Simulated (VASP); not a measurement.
A run of VASP 6.6.1 is set up as follows.

INCAR

```
ALGO     = Normal         # electronic algorithm
EDIFF    = 1E-6           # SCF threshold, eV
ENCUT    = 600            # plane-wave cutoff, eV
GGA      = PE             # functional
GGA_COMPAT= False        
ISIF     = 2              # what is computed and relaxed
ISMEAR   = -1             # smearing method
LASPH    = True           # aspherical terms in the spheres
LCHARG   = False          # write CHGCAR
LREAL    = False          # projectors in reciprocal space
LWAVE    = False          # write WAVECAR
NBANDS   = 16             # bands
NELM     = 120            # most SCF steps
PREC     = Accurate       # precision mode
SIGMA    = 0.5            # smearing width, eV
```

The input KPOINTS:

```
k-points
0
Gamma
  13 13 13
```

Contents of POSCAR:

```
CoSi2
1.0
    0.0000000000      2.7002930018      2.7002930018
    2.7002930018      0.0000000000      2.7002930018
    2.7002930018      2.7002930018      0.0000000000
Co Si
1 2
Direct
    0.0000000000      0.0000000000      0.0000000000
    0.7500000000      0.7500000000      0.7500000000
    0.2500000000      0.2500000000      0.2500000000
```

Potentials or basis: VASP PAW PBE potentials, release 64 (Co, Si).

Run with:

```console
$ cat potpaw_PBE.64/Co/POTCAR potpaw_PBE.64/Si/POTCAR > POTCAR
$ mpirun -np 1 vasp_std > vasp.out
```

Q: Estimate the band gap on the k mesh.

A: Zero (an odd number of electrons rules out a gap without spin polarisation).

Q: Estimate the pressure.

A: -0.3 GPa.

Caveat: so wide a smearing shifts energies and pressures; the run has no spin polarisation, though such a crystal can be magnetic. Spin polarisation is off, so any magnetic state and its effect on volume and gap are missing.
